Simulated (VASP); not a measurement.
TiNiO2, 4 atoms in the cell. It takes space group R-3m (No. 166, trigonal). The conventional cell has a = 2.976 Å, b = 2.976 Å, c = 17.112 Å, α = 90.00°, β = 90.00°, γ = 120.00°. Within 2.5 Å of Ti (site symmetry -3m) lie 2 O at 1.85 Å. Within 2.5 Å of O (site symmetry 3m) lie 1 Ti at 1.85 Å and 3 Ni at 1.99 Å. Within 2.6 Å of Ni (site symmetry -3m) lie 6 O at 1.99 Å. 

- Program: VASP 6.6.1
- Task: single point
- Functional: PBE
- Potentials or basis: VASP PAW PBE potentials, release 64 (Ti_sv, O, Ni)
- Cutoff: 520 eV
- k mesh: 10 × 10 × 10
- Occupations: fermi-dirac, width 0.1 eV
- Spin: no spin polarisation
- Dipole correction: no
- k mesh for the DOS: 15 × 15 × 15
- Occupations for the DOS: tetrahedron
- Further INCAR settings: ALGO = Normal; EDIFF = 1e-06; NBANDS = 25

Potentials or basis: VASP PAW PBE potentials, release 64 (Ti_sv, O, Ni).

The run is started by

```sh
$ cat potpaw_PBE.64/Ti_sv/POTCAR potpaw_PBE.64/O/POTCAR potpaw_PBE.64/Ni/POTCAR > POTCAR
$ cp INCAR.step1 INCAR
$ cp KPOINTS.step1 KPOINTS
$ mpirun -np 1 vasp_std > vasp.out
$ cp INCAR.step2 INCAR
$ cp KPOINTS.step2 KPOINTS
$ mpirun -np 1 vasp_std > vasp.out
```

Hardware: 1 thread of Intel Xeon 8259CL, with other jobs on the host.

**Question.** Estimate the wall time of this run.

**Answer.** It took 7.1 min on 1 thread of Intel Xeon 8259CL, with other jobs on the host, peak memory 0.48 GiB. Counts: k points 344.
